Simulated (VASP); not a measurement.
Runs of VASP 6.6.1 on BaTiO3. Symmetry: Pm-3m, No. 221, cubic system. Conventional cell: a = 3.994 Å, b = 3.994 Å, c = 3.994 Å, α = 90.00°, β = 90.00°, γ = 90.00°. Within 3.7 Å of Ba (site symmetry m-3m) lie 12 O at 2.82 Å and 8 Ti at 3.46 Å. Within 2.6 Å of Ti (site symmetry m-3m) lie 6 O at 2.00 Å. O (site symmetry 4/mmm) has 2 Ti at 2.00 Å within 2.6 Å. 

```tsv
level	spin	k mesh	smearing	grid for exact exchange (PRECFOCK)	share of exact exchange	screening parameter	gap on the mesh (eV)	pressure (GPa)
r2SCAN	off	6 × 6 × 6	gaussian 0.01 eV	-	-	-	2.15	(a)
PBE	off	6 × 6 × 6	fermi-dirac 0.02 eV	-	-	-	(b)	5.0
HSE06	off	4 × 4 × 4	gaussian 0.01 eV	Fast	0.25	0.2079 1/Å	3.14	-0.6
PBE	non-collinear, zero start, SOC	6 × 6 × 6	gaussian 0.01 eV	-	-	-	-	5.0
```

Alike in all rows: task single point; potentials or basis VASP PAW PBE potentials, release 64 (Ba_sv, Ti_sv, O); cell as given; cutoff (eV) 520.

Problem. Fill in the values left out.

Solution. (a) 2.0; (b) 1.76.

Caveats: spin-orbit coupling is left out, which moves the levels of the heavy elements (at least some runs); the PAW data sets were made with another functional, which shifts forces and pressure a little (at least some runs); the cell stands under pressure (at least some runs).

A k mesh can miss the band edges, and rows without SOC leave out spin-orbit coupling on Ba.
